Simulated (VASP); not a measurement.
# Au (I4/mmm) in VASP: notebook

Runs on Au. Level: PBE. Tasks: single point.

Program: VASP 6.6.1. These are calculated values, not measurements. Logs are shortened: lines on timing, memory, paths and dates and some standing lists are left out, and cuts for length are marked.

## (1) The cell of the first run

Symmetry: I4/mmm, No. 139, tetragonal system. The conventional cell has a = 3.339 Å, b = 3.339 Å, c = 3.070 Å, α = 90.00°, β = 90.00°, γ = 90.00°. Au (site symmetry 4/mmm) has 14 Au at 2.82 to 3.34 Å within 3.7 Å.

## (2) Single point, PBE

Contents of INCAR:

```
ALGO = Fast ; EDIFF = 1E-6
ENCUT = 520 ; GGA = PE
ISIF = 2 ; ISMEAR = 0
LASPH = True ; LCHARG = False
LREAL = False ; LWAVE = False
NBANDS = 12 ; NELM = 60
PREC = Accurate ; SIGMA = 0.15
```

Contents of KPOINTS:

```
k-points
0
Gamma
  22 22 22
```

Contents of POSCAR:

```
Au
1.0
    0.0000000000      2.3613572597      1.5348822188
    2.3613572597      0.0000000000      1.5348822188
    2.3613572597      2.3613572597      0.0000000000
Au
1
Direct
    0.0000000000      0.0000000000      0.0000000000
```

Potentials or basis: VASP PAW PBE potentials, release 64 (Au).

Command:

```
$ cat potpaw_PBE.64/Au/POTCAR > POTCAR
$ mpirun -np 1 vasp_std > vasp.out
```

OUTCAR:

```text
EDIFF = 1E-6
   ENCUT = 520
   GGA = PE
   ISIF = 2
   ISMEAR = 0
   LASPH = True
   LREAL = False
   NELM = 60
   PREC = Accurate

 ion  position               nearest neighbor table
   1  0.000  0.000  0.000-

  LATTYP: Found a body centered tetragonal cell.
 ALAT       =     3.3394634623
 C/A-ratio  =     0.9192388155

  Lattice vectors:

 A1 = (   0.0000000000,  -2.3613572597,  -1.5348822188)
 A2 = (   0.0000000000,   2.3613572597,  -1.5348822188)
 A3 = (   2.3613572597,   0.0000000000,   1.5348822188)

Analysis of symmetry for initial positions (statically):
=====================================================================
 Subroutine PRICEL returns:
 Original cell was already a primitive cell.

 Routine SETGRP: Setting up the symmetry group for a
 body centered tetragonal supercell.

 Subroutine GETGRP returns: Found 16 space group operations
 (whereof 16 operations were pure point group operations)
 out of a pool of 16 trial point group operations.

The static configuration has the point symmetry D_4h.

Analysis of symmetry for dynamics (positions and initial velocities):
=====================================================================
 Subroutine PRICEL returns:
 Original cell was already a primitive cell.

 Routine SETGRP: Setting up the symmetry group for a
 body centered tetragonal supercell.

 Subroutine GETGRP returns: Found 16 space group operations
 (whereof 16 operations were pure point group operations)
 out of a pool of 16 trial point group operations.

The dynamic configuration has the point symmetry D_4h.

 Subroutine INISYM returns: Found 16 space group operations
 (whereof 16 operations are pure point group operations),
 and found     1 'primitive' translations

----------------------------------------------------------------------------------------

                                     Primitive cell

  volume of cell :      17.1170

  direct lattice vectors                    reciprocal lattice vectors
     0.000000000  2.361357260  1.534882219    -0.211742631  0.211742631  0.325757895
     2.361357260  0.000000000  1.534882219     0.211742631 -0.211742631  0.325757895
     2.361357260  2.361357260  0.000000000     0.211742631  0.211742631 -0.325757895

  length of vectors
     2.816357849  2.816357849  3.339463462     0.442479480  0.442479480  0.442479480

  position of ions in fractional coordinates (direct lattice)
     0.000000000  0.000000000  0.000000000

  ion indices of the primitive-cell ions
   primitive index   ion index
                 1           1

[... 83 lines left out ...]
   NUPDOWN=      -1.0000    fix difference up-down
   EMIN   =  10.00;   EMAX   =-10.00  energy-range for DOS
   EFERMI =   0.00;   METHOD = LEGACY
   ISMEAR =     0;   SIGMA  =   0.15  broadening in eV -4-tet -1-fermi 0-gaus
   EFERMI_NEDOS =   21; number of points for ismear=-14 and -15
   IALGO  =     68    algorithm
   IMIX   =      4    mixing-type and parameters
     AMIX     =   0.40;   BMIX     =  1.00
     AMIX_MAG =   1.60;   BMIX_MAG =  1.00
  volume/ion in A,a.u.               =      17.12       115.51
  Fermi-wavevector in a.u.,A,eV,Ry     =   1.412742  2.669696 27.155058  1.995840
  Thomas-Fermi vector in A             =   2.534459
   LORBIT       =      0    0 simple, 1 ext, 2 COOP (PROOUT), +10 PAW based schemes
   GGA     = PE    functional components
   LHFCALC =     F    Hartree Fock is set to
   AEXX    =    0.0000 exact exchange contribution
   IVDW    =     0    specifies the selected vdW correction
   LEPSILON=     F    determine dielectric tensor
   LRPA    =     F    only Hartree local field effects (RPA)
 non-spin polarized calculation
 RMM-DIIS sequential band-by-band and
 Gauss-broadening in eV      SIGMA  =   0.15
  energy-cutoff  :      520.00
  volume of cell :       17.12
 maximum number of plane-waves:       472
 NGX is ok and might be reduce to    24

 number of electron      10.9999999 magnetization

 Free energy of the ion-electron system (eV)
  ---------------------------------------------------
  ext. energy  EPLUGINS =         0.00000000
  ---------------------------------------------------
  free energy    TOTEN  =        -3.18317141 eV

  energy without entropy =       -3.18067038  energy(sigma->0) =       -3.18192090

 E-fermi :   9.4424     XC(G=0): -12.6917

 val. band max:        9.4420525855   @ k =  -0.2727   0.3182   0.1818
 cond. band min:       9.4527502730   @ k =  -0.2273   0.4091   0.1818
 fundamental gap:      0.0106976875
 Fermi energy:         9.4424067405

 k-point     1 :       0.0000    0.0000    0.0000
  band No.  band energies     occupation
      1      -0.3990      2.00000
      2       4.2067      2.00000
      3       4.7872      2.00000
      4       4.7872      2.00000
      5       6.0596      2.00000
      6       6.7605      2.00000
      7      25.3979      0.00000
      8      25.3979      0.00000
      9      27.0581      0.00000
     10      32.8381      0.00000
     11      32.8381      0.00000
     12      34.3485      0.00000
[... 331 lines left out ...]
 k-point    24 :      -0.4545    0.0455    0.0000
  band No.  band energies     occupation
      1       2.2947      2.00000
      2       3.3777      2.00000
      3       6.2869      2.00000
      4       6.6029      2.00000
      5       7.9098      2.00000
      6       8.7338      2.00000
      7      14.0282      0.00000
      8      21.6217      0.00000
      9      22.6763      0.00000
     10      30.4532      0.00000
     11      31.2665      0.00000
     12      32.5866      0.00000

 [... further k-points ...]

------------------------ aborting loop because EDIFF is reached ----------------------------------------

  FORCE on cell =-STRESS in cart. coord.  units (eV):
  Direction    XX          YY          ZZ          XY          YZ          ZX
  --------------------------------------------------------------------------------------
  -------------------------------------------------------------------------------------
  Total        0.8793127      0.8793127      0.8336667      0.0000000     -0.0000000      0.0000000
  in kB       82.3048579     82.3048579     78.0323327      0.0000000     -0.0000000      0.0000000
  external PRESSURE =      80.8806828 kB  Pullay stress =       0.0000000 kB

 VOLUME and BASIS-vectors are now :
 -----------------------------------------------------------------------------
  energy-cutoff  :      520.00
  volume of cell :       17.12
      direct lattice vectors                 reciprocal lattice vectors
     0.000000000  2.361357260  1.534882219    -0.211742631  0.211742631  0.325757895
     2.361357260  0.000000000  1.534882219     0.211742631 -0.211742631  0.325757895
     2.361357260  2.361357260  0.000000000     0.211742631  0.211742631 -0.325757895

 POSITION                                       TOTAL-FORCE (eV/Angst)
 -----------------------------------------------------------------------------------
      0.00000      0.00000      0.00000         0.000000      0.000000      0.000000
 -----------------------------------------------------------------------------------
    total drift:                               -0.000000     -0.000000     -0.000000

  FREE ENERGIE OF THE ION-ELECTRON SYSTEM (eV)
  ---------------------------------------------------
  free  energy   TOTEN  =        -3.1831714106 eV

  energy  without entropy=       -3.1806703802  energy(sigma->0) =       -3.18192090
```

stdout:

```text
POSCAR found type information on POSCAR Au
 POSCAR found :  1 types and       1 ions
 scaLAPACK will be used
 LDA part: xc-table for (Slater+PW92), standard interpolation
 POSCAR, INCAR and KPOINTS ok, starting setup
 FFT: planning ... GRIDC
 FFT: planning ... GRID_SOFT
 FFT: planning ... GRID
 WAVECAR not read
 entering main loop
```

It took 72 s on 1 thread of Intel Xeon 6975P-C (Granite Rapids), shared host; peak memory 0.28 GiB.

Results:

```
Free energy            : -3.1832 eV
Pressure               : 8.1 GPa
Band gap on the k mesh : zero (an odd number of electrons rules out a gap without spin polarisation)
```

Stress tensor (GPa, compression positive):
```
8.23 0.00 0.00
0.00 8.23 0.00
0.00 0.00 7.80
```

Caveat: the cell stands under pressure; spin-orbit coupling is left out, which moves the levels of the heavy elements.

## (3) Single point, PBE

This run uses another cell than the first one, of the same volume but with other edges.

Contents of INCAR:

```
ALGO = Fast
EDIFF = 1E-7
ENCUT = 520
GGA = PE
ISIF = 2
ISMEAR = 0
LASPH = True
LCHARG = True
LELF = True
LREAL = False
LVHAR = True
LWAVE = False
NBANDS = 12
NELM = 80
PREC = Accurate
SIGMA = 0.15
```

KPOINTS is that of step 2.

Contents of POSCAR:

```
Au
1.0
    0.0000000000      1.7869088406      2.6803632609
    1.7869088406      0.0000000000      2.6803632609
    1.7869088406      1.7869088406      0.0000000000
Au
1
Direct
    0.0000000000      0.0000000000      0.0000000000
```

Potentials or basis: VASP PAW PBE potentials, release 64 (Au).

Command:

```
$ cat potpaw_PBE.64/Au/POTCAR > POTCAR
$ mpirun -np 1 vasp_std > vasp.out
```

It took 54 s on 1 thread of Intel Xeon 6975P-C (Granite Rapids), shared host; peak memory 0.28 GiB.

It converged, with:

| Quantity | Value |
| --- | --- |
| Free energy | -2.6686 eV |
| Pressure | 29.3 GPa |
| Band gap on the k mesh | zero (an odd number of electrons rules out a gap without spin polarisation) |

Stress tensor (GPa, compression positive):
```
45.56  0.00  0.00
 0.00 45.56  0.00
 0.00  0.00 -3.29
```

Levels at points of the mesh, in eV from the Fermi level:
```csv
k point,band 2,band 3,band 4,band 5,band 6,band 7,band 8,band 9,band 10,band 11
"(0.00, 0.00, 0.00)",-7.16,-5.51,-2.86,-2.86,-1.33,12.51,16.85,20.76,20.76,21.94
"(0.50, 0.00, 0.00)",-6.21,-3.49,-2.14,-1.96,-0.35,4.51,9.79,18.59,19.31,22.99
"(0.50, 0.50, 0.00)",-7.55,-1.86,-1.79,-1.79,-1.21,0.57,15.57,15.57,22.04,23.70
"(0.50, 0.00, 0.50)",-6.02,-3.68,-2.46,0.42,4.08,9.19,9.34,10.14,17.86,18.15
```

Caveat: the stress differs along the axes, from -3 to 46 GPa; spin-orbit coupling is left out, which moves the levels of the heavy elements.
